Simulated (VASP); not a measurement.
# BiB (Fm-3m) in VASP: settings compared

The runs below take BiB through single point, with PBE-based global hybrid with 50 % exact exchange, HSE06, PBEsol.

All numbers are computed with VASP 6.6.1; they aren't measurements. Logs are shortened: lines on timing, memory, paths and dates and some standing lists are left out, and cuts for length are marked.

## Step 1: The cell of the first run

It takes space group Fm-3m (No. 225, cubic). Conventional cell: a = 5.254 Å, b = 5.254 Å, c = 5.254 Å, α = 90.00°, β = 90.00°, γ = 90.00°. B (site symmetry m-3m) has 6 Bi at 2.63 Å within 3.5 Å. Bi (site symmetry m-3m) has 6 B at 2.63 Å within 3.5 Å.

## Step 2: Single point, PBE-based global hybrid with 50 % exact exchange

Contents of POSCAR:

```
BiB
1.0
    0.0000000000      2.6268329274      2.6268329274
    2.6268329274      0.0000000000      2.6268329274
    2.6268329274      2.6268329274      0.0000000000
B Bi
1 1
Direct
    0.0000000000      0.0000000000      0.0000000000
    0.5000000000      0.5000000000      0.5000000000
```

Contents of INCAR.step1:

```
SYSTEM = BiB
PREC     = Accurate       ! precision mode
ENCUT    = 520            ! plane-wave cutoff, eV
EDIFF    = 1E-5           ! SCF threshold, eV
ISMEAR   = -1             ! smearing method
SIGMA    = 0.02           ! smearing width, eV
LREAL    = .False.        ! projectors in reciprocal space
LASPH    = .True.         ! aspherical terms in the spheres
NELM     = 80             ! most SCF steps
ALGO     = Normal         ! electronic algorithm
ISIF     = 2              ! what is computed and relaxed
LWAVE    = .True.         ! write WAVECAR
LCHARG   = .False.        ! write CHGCAR
NBANDS   = 16             ! bands
GGA      = PE             ! functional
```

Contents of INCAR.step2:

```
SYSTEM = BiB
PREC     = Accurate       ! precision mode
ENCUT    = 520            ! plane-wave cutoff, eV
EDIFF    = 1E-7           ! SCF threshold, eV
ISMEAR   = -1             ! smearing method
SIGMA    = 0.02           ! smearing width, eV
LREAL    = .False.        ! projectors in reciprocal space
LASPH    = .True.         ! aspherical terms in the spheres
NELM     = 80             ! most SCF steps
ALGO     = Normal         ! electronic algorithm
ISIF     = 2              ! what is computed and relaxed
LWAVE    = .False.        ! write WAVECAR
LCHARG   = .False.        ! write CHGCAR
GGA      = PE             ! functional
LHFCALC  = .True.         ! exact exchange
AEXX     = 0.5            ! exact-exchange fraction
PRECFOCK = Normal       
NBANDS   = 16             ! bands
ISTART   = 1
```

Contents of KPOINTS:

```
regular mesh
0
Gamma
  4 4 4
  0 0 0
```

Potentials or basis: VASP PAW PBE potentials, release 64 (B, Bi_d).

Launch:

```
> cat potpaw_PBE.64/B/POTCAR potpaw_PBE.64/Bi_d/POTCAR > POTCAR
> cp INCAR.step1 INCAR
> mpirun -np 1 vasp_std > vasp.out
> cp INCAR.step2 INCAR
> mpirun -np 1 vasp_std > vasp.out
```

OUTCAR:

```text
SYSTEM = BiB
   PREC = Accurate
   ENCUT = 520
   EDIFF = 1E-7
   ISMEAR = -1
   LREAL = .False.
   LASPH = .True.
   NELM = 80
   ISIF = 2
   GGA = PE
   LHFCALC = .True.
   AEXX = 0.5
   PRECFOCK = Normal
   ISTART = 1

 ion  position               nearest neighbor table
   1  0.000  0.000  0.000-   2 2.63   2 2.63   2 2.63   2 2.63   2 2.63   2 2.63
   2  0.500  0.500  0.500-   1 2.63   1 2.63   1 2.63   1 2.63   1 2.63   1 2.63

  LATTYP: Found a face centered cubic cell.
 ALAT       =     5.2536658548

  Lattice vectors:

 A1 = (   0.0000000000,   2.6268329274,   2.6268329274)
 A2 = (   2.6268329274,   0.0000000000,   2.6268329274)
 A3 = (   2.6268329274,   2.6268329274,   0.0000000000)

Analysis of symmetry for initial positions (statically):
=====================================================================
 Subroutine PRICEL returns:
 Original cell was already a primitive cell.

 Routine SETGRP: Setting up the symmetry group for a
 face centered cubic supercell.

 Subroutine GETGRP returns: Found 48 space group operations
 (whereof 48 operations were pure point group operations)
 out of a pool of 48 trial point group operations.

The static configuration has the point symmetry O_h .

Analysis of symmetry for dynamics (positions and initial velocities):
=====================================================================
 Subroutine PRICEL returns:
 Original cell was already a primitive cell.

 Routine SETGRP: Setting up the symmetry group for a
 face centered cubic supercell.

 Subroutine GETGRP returns: Found 48 space group operations
 (whereof 48 operations were pure point group operations)
 out of a pool of 48 trial point group operations.

The dynamic configuration has the point symmetry O_h .

 Subroutine INISYM returns: Found 48 space group operations
 (whereof 48 operations are pure point group operations),
 and found     1 'primitive' translations

----------------------------------------------------------------------------------------

                                     Primitive cell

  volume of cell :      36.2516

  direct lattice vectors                    reciprocal lattice vectors
     0.000000000  2.626832927  2.626832927    -0.190343282  0.190343282  0.190343282
     2.626832927  0.000000000  2.626832927     0.190343282 -0.190343282  0.190343282
     2.626832927  2.626832927  0.000000000     0.190343282  0.190343282 -0.190343282

  length of vectors
     3.714902752  3.714902752  3.714902752     0.329684235  0.329684235  0.329684235

  position of ions in fractional coordinates (direct lattice)
     0.000000000  0.000000000  0.000000000
     0.500000000  0.500000000  0.500000000

  ion indices of the primitive-cell ions
   primitive index   ion index
                 1           1
                 2           2

----------------------------------------------------------------------------------------

 KPOINTS: regular mesh

Automatic generation of k-mesh.
 Grid dimensions read from file:
 generate k-points for:    4    4    4

 Generating k-lattice:

  Cartesian coordinates                     Fractional coordinates (reciprocal lattice)
    -0.047585820  0.047585820  0.047585820     0.250000000  0.000000000  0.000000000
     0.047585820 -0.047585820  0.047585820     0.000000000  0.250000000  0.000000000
     0.047585820  0.047585820 -0.047585820     0.000000000  0.000000000  0.250000000

  Length of vectors
     0.082421059  0.082421059  0.082421059

  Shift w.r.t. Gamma in fractional coordinates (k-lattice)
     0.000000000  0.000000000  0.000000000

 Subroutine IBZKPT returns following result:
 ===========================================

 Found      8 irreducible k-points:

 Following reciprocal coordinates:
            Coordinates               Weight
  0.000000  0.000000  0.000000      1.000000
  0.250000  0.000000  0.000000      8.000000
  0.500000  0.000000  0.000000      4.000000
  0.250000  0.250000  0.000000      6.000000
  0.500000  0.250000  0.000000     24.000000
 -0.250000  0.250000  0.000000     12.000000
  0.500000  0.500000  0.000000      3.000000
 -0.250000  0.500000  0.250000      6.000000
   k-points           NKPTS =      8   k-points in BZ     NKDIM =     64   number of bands    NBANDS=     16
   number of dos      NEDOS =    301   number of ions     NIONS =      2
   total plane-waves  NPLWV =  21952
   dimension x,y,z NGX =    28 NGY =   28 NGZ =   28
   dimension x,y,z NGXF=    56 NGYF=   56 NGZF=   56
   ions per type =               1   1
   NGX,Y,Z   is equivalent  to a cutoff of  12.53, 12.53, 12.53 a.u.
   NGXF,Y,Z  is equivalent  to a cutoff of  25.06, 25.06, 25.06 a.u.
 SYSTEM =  BiB
   PREC   = accura    normal or accurate (medium, high low for compatibility)
   ISTART =      1    job   : 0-new  1-cont  2-samecut
   ICHARG =      0    charge: 1-file 2-atom 10-const
   ISPIN  =      1    spin polarized calculation?
   LNONCOLLINEAR =      F non collinear calculations
   LSORBIT =      F    spin-orbit coupling
   LASPH  =      T    aspherical Exc in radial PAW
   ENCUT  =  520.0 eV  38.22 Ry    6.18 a.u.   6.91  6.91  6.91*2*pi/ulx,y,z
   NELM   =     80;   NELMIN=  2; NELMDL=  0     # of ELM steps
   EDIFF  = 0.1E-06   stopping-criterion for ELM
   LREAL  =      F    real-space projection
   EDIFFG = 0.1E-05   stopping-criterion for IOM
   NSW    =      0    number of steps for IOM
   IBRION =     -1    ionic relax: 0-MD 1-quasi-New 2-CG
   NFREE  =      0    steps in history (QN), initial steepest desc. (CG)
   ISIF   =      2    stress and relaxation
   ISYM   =      3    0-nonsym 1-usesym 2-fastsym
   POTIM  = 0.5000    time-step for ionic-motion
   TEBEG  =    0.0;   TEEND  =   0.0 temperature during run
   PSTRESS=    0.0 pullay stress
   NELECT =      18.0000    total number of electrons
   NUPDOWN=      -1.0000    fix difference up-down
   EMIN   =  10.00;   EMAX   =-10.00  energy-range for DOS
   EFERMI =   0.00;   METHOD = LEGACY
   ISMEAR =    -1;   SIGMA  =   0.02  broadening in eV -4-tet -1-fermi 0-gaus
   EFERMI_NEDOS =   21; number of points for ismear=-14 and -15
   IALGO  =     38    algorithm
   IMIX   =      1    mixing-type and parameters
     AMIX     =   0.40;   BMIX     =  1.00
     AMIX_MAG =   1.60;   BMIX_MAG =  1.00
  volume/ion in A,a.u.               =      18.13       122.32
  Fermi-wavevector in a.u.,A,eV,Ry     =   1.296353  2.449752 22.865007  1.680531
  Thomas-Fermi vector in A             =   2.427815
   LORBIT       =      0    0 simple, 1 ext, 2 COOP (PROOUT), +10 PAW based schemes
   GGA     = PE    functional components
   LHFCALC =     T    Hartree Fock is set to
   PRECFOCK=normal    Normal, Fast or Accurate (Low or Medium for compatibility)
   ENCUT4O =  -1.0   cutoff for four orbital integrals eV
   NKREDX  =     1    reduce k-point grid by
   NKREDY  =     1    reduce k-point grid by
   NKREDZ  =     1    reduce k-point grid by
   AEXX    =    0.5000 exact exchange contribution
   HFSCREEN=    0.0000 screening length (either q_TF or 0.3 A-1)
   HFSCREENC=   0.0000 screening length for correlation (either q_TF or 0.3 A-1)
   ENCUTFOCK=  -1.0 apply spherical cutoff to Coloumb kernel
   IVDW    =     0    specifies the selected vdW correction
   LEPSILON=     F    determine dielectric tensor
   LRPA    =     F    only Hartree local field effects (RPA)
 non-spin polarized calculation
  energy-cutoff  :      520.00
  volume of cell :       36.25
 maximum number of plane-waves:       992
  NGX = 24; NGY = 24; NGZ = 24

 number of electron      18.0000003 magnetization

 Free energy of the ion-electron system (eV)
  ---------------------------------------------------
  ext. energy  EPLUGINS =         0.00000000
  ---------------------------------------------------
  free energy    TOTEN  =       -12.34823879 eV

  energy without entropy =      -12.34542711  energy(sigma->0) =      -12.34683295

 E-fermi :   8.6484     XC(G=0):  -6.3478

 val. band max:        7.7001295776   @ k =   0.0000   0.0000   0.0000
 cond. band min:       8.6704041392   @ k =   0.2500   0.0000   0.0000
 fundamental gap:      0.9702745616
 Fermi energy:         8.6484318935

 k-point     1 :       0.0000    0.0000    0.0000
  band No.  band energies     occupation
      1     -19.8174      2.00000
      2     -19.8154      2.00000
      3     -19.8132      2.00000
      4     -19.8013      2.00000
      5     -19.7980      2.00000
      6     -10.2220      2.00000
[... 8 lines left out ...]
     15      18.3992      0.00000
     16      18.4074      0.00000

 k-point     2 :       0.2500    0.0000    0.0000
  band No.  band energies     occupation
      1     -19.8315      2.00000
      2     -19.8303      2.00000
      3     -19.8127      2.00000
      4     -19.7712      2.00000
      5     -19.7691      2.00000
      6      -9.0302      2.00000
[... 8 lines left out ...]
     15      20.3313      0.00000
     16      20.3444      0.00000

 k-point     3 :       0.5000    0.0000    0.0000
  band No.  band energies     occupation
      1     -19.8574      2.00000
      2     -19.8561      2.00000
      3     -19.8115      2.00000
      4     -19.7292      2.00000
      5     -19.7274      2.00000
      6      -6.4532      2.00000
[... 8 lines left out ...]
     15      24.3125      0.00000
     16      24.3209      0.00000

 k-point     4 :       0.2500    0.2500    0.0000
  band No.  band energies     occupation
      1     -19.8634      2.00000
      2     -19.8396      2.00000
      3     -19.7768      2.00000
      4     -19.7625      2.00000
      5     -19.7596      2.00000
      6      -8.6250      2.00000
[... 8 lines left out ...]
     15      23.4206      0.00000
     16      23.4279      0.00000

 k-point     5 :       0.5000    0.2500    0.0000
  band No.  band energies     occupation
      1     -19.8854      2.00000
      2     -19.8167      2.00000
      3     -19.8017      2.00000
      4     -19.7449      2.00000
      5     -19.7198      2.00000
      6      -6.1660      2.00000
[... 8 lines left out ...]
     15      23.7426      0.00000
     16      24.6006      0.00000

 k-point     6 :      -0.2500    0.2500    0.0000
  band No.  band energies     occupation
      1     -19.8538      2.00000
      2     -19.8279      2.00000
      3     -19.7917      2.00000
      4     -19.7566      2.00000
      5     -19.7518      2.00000
      6      -7.1411      2.00000
[... 8 lines left out ...]
     15      21.0604      0.00000
     16      23.1177      0.00000

 k-point     7 :       0.5000    0.5000    0.0000
  band No.  band energies     occupation
      1     -19.9266      2.00000
      2     -19.8649      2.00000
      3     -19.7549      2.00000
      4     -19.7058      2.00000
      5     -19.7028      2.00000
      6      -5.2743      2.00000
[... 8 lines left out ...]
     15      26.4128      0.00000
     16      27.9283      0.00000

 k-point     8 :      -0.2500    0.5000    0.2500
  band No.  band energies     occupation
      1     -19.8819      2.00000
      2     -19.7985      2.00000
      3     -19.7888      2.00000
      4     -19.7859      2.00000
      5     -19.7028      2.00000
      6      -4.8396      2.00000
[... 8 lines left out ...]
     15      21.3905      0.00000
     16      27.8084      0.00000

------------------------ aborting loop because EDIFF is reached ----------------------------------------

  FORCE on cell =-STRESS in cart. coord.  units (eV):
  Direction    XX          YY          ZZ          XY          YZ          ZX
  --------------------------------------------------------------------------------------
  -------------------------------------------------------------------------------------
  Total       -0.0766931     -0.0766931     -0.0766931      0.0000000      0.0000000      0.0000000
  in kB       -3.3895295     -3.3895295     -3.3895295      0.0000000      0.0000000      0.0000000
  external PRESSURE =      -3.3895295 kB  Pullay stress =       0.0000000 kB

 VOLUME and BASIS-vectors are now :
 -----------------------------------------------------------------------------
  energy-cutoff  :      520.00
  volume of cell :       36.25
      direct lattice vectors                 reciprocal lattice vectors
     0.000000000  2.626832927  2.626832927    -0.190343282  0.190343282  0.190343282
     2.626832927  0.000000000  2.626832927     0.190343282 -0.190343282  0.190343282
     2.626832927  2.626832927  0.000000000     0.190343282  0.190343282 -0.190343282

 POSITION                                       TOTAL-FORCE (eV/Angst)
 -----------------------------------------------------------------------------------
      0.00000      0.00000      0.00000         0.000000      0.000000      0.000000
      2.62683      2.62683      2.62683        -0.000000     -0.000000      0.000000
 -----------------------------------------------------------------------------------
    total drift:                               -0.000000     -0.000000     -0.000000

  FREE ENERGIE OF THE ION-ELECTRON SYSTEM (eV)
  ---------------------------------------------------
  free  energy   TOTEN  =       -12.3482387881 eV

  energy  without entropy=      -12.3454271124  energy(sigma->0) =      -12.34683295
```

Run time: 19 min. Hardware: 1 thread of AMD EPYC 7R43 (Zen 3), shared host; peak memory 0.13 GiB.

What came out:

```yaml
Free_energy: -12.3482 eV
Pressure: -0.3 GPa
Band_gap_on_the_k_mesh: zero (bands 9 and 10 overlap by 6.78 eV)
```

Caveat: the k points lie up to 0.52 Å⁻¹ apart, too coarse for converged energies and pressures of a metal; the PAW data sets were made with another functional, which shifts forces and pressure a little; spin-orbit coupling is left out, which moves the levels of the heavy elements.

## Step 3: Single point, HSE06

POSCAR is that of step 2.

Contents of INCAR.step1:

```
SYSTEM = BiB
  PREC = Accurate
  ENCUT = 520
  EDIFF = 1E-5
  ISMEAR = -1
  SIGMA = 0.02
  LREAL = .False.
  LASPH = .True.
  NELM = 60
  ALGO = Normal
  ISIF = 2
  LWAVE = .True.
  GGA = PE
  NBANDS = 16
```

Contents of INCAR.step2:

```
SYSTEM = BiB
  PREC = Accurate
  ENCUT = 520
  EDIFF = 1E-6
  ISMEAR = -1
  SIGMA = 0.02
  LREAL = .False.
  LASPH = .True.
  NELM = 60
  ALGO = Normal
  ISIF = 2
  LWAVE = .False.
  LCHARG = .True.
  GGA = PE
  LHFCALC = .True.
  HFSCREEN = 0.2079
  PRECFOCK = Normal
  LELF = .True.
  LVHAR = .True.
  ISTART = 1
  NBANDS = 16
```

Contents of KPOINTS:

```
Automatic mesh
0
Gamma
  4 4 4
  0 0 0
```

Potentials or basis: VASP PAW PBE potentials, release 64 (B, Bi_d).

Launch:

```
> cat potpaw_PBE.64/B/POTCAR potpaw_PBE.64/Bi_d/POTCAR > POTCAR
> cp INCAR.step1 INCAR
> mpirun -np 1 vasp_std > vasp.out
> cp INCAR.step2 INCAR
> mpirun -np 1 vasp_std > vasp.out
```

Wall time 11 min (1 thread of AMD EPYC 7R43 (Zen 3), shared host); peak memory 0.23 GiB.

Results (log left out):

* Free energy: -9.2448 eV
* Pressure: 0.7 GPa
* Band gap on the k mesh: zero (bands 9 and 10 overlap by 4.60 eV)

Levels at points of the mesh, in eV from the Fermi level:
| k point | band 5 | band 6 | band 7 | band 8 | band 9 | band 10 | band 11 | band 12 | band 13 | band 14 |
| --- | --- | --- | --- | --- | --- | --- | --- | --- | --- | --- |
| (0.00, 0.00, 0.00) | -25.16 | -16.03 | -0.28 | -0.28 | -0.28 | 0.07 | 7.23 | 7.23 | 7.23 | 8.79 |
| (0.50, 0.00, 0.00) | -25.09 | -12.74 | -9.84 | 1.05 | 1.05 | 1.90 | 1.90 | 3.00 | 3.16 | 11.44 |
| (0.50, 0.50, 0.00) | -25.07 | -11.68 | -7.22 | -4.97 | -3.55 | -3.55 | 4.11 | 9.36 | 9.36 | 10.18 |

Caveat: the k points lie up to 0.52 Å⁻¹ apart, too coarse for converged energies and pressures of a metal; the PAW data sets were made with another functional, which shifts forces and pressure a little; spin-orbit coupling is left out, which moves the levels of the heavy elements.

(Continued in part 2 of 2.)
